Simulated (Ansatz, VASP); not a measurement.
## One calculation of Sn, two programs

```
Sn
1.0
     0.00000    3.17694    3.17694
     3.17694    0.00000    3.17694
     3.17694    3.17694    0.00000
Sn
2
Cartesian
  1.5885 1.5885 1.5885
  0.0000 0.0000 0.0000
```

Alike in both runs: task relaxation of cell and atoms; functional PBE; k mesh 12 × 12 × 12; occupations gaussian, width 0.1 eV; no spin polarisation.

|  | VASP | Ansatz |
| --- | --- | --- |
| version | VASP 6.6.1 | Ansatz 0.2.0 |
| potentials or method | VASP PAW PBE potentials, release 64 (Sn_d), cutoff 600 eV | scalar-relativistic, plane waves, PAW |
| valence electrons in the cell | 28 | 28 |

|  | VASP | Ansatz | Ansatz less VASP |
| --- | --- | --- | --- |
| gap on the k mesh at the Fermi level, each at its own relaxed structure (eV) | none | none | - |
| relaxed volume (Å³/atom) | 36.81 | 36.89 | +0.079 |
| relaxed length of the cell vector where the two differ most in proportion (Å) | 4.705 | 4.708 | +0.0034 |

A gap of «none» marks a metal or a gap that the smearing closes.
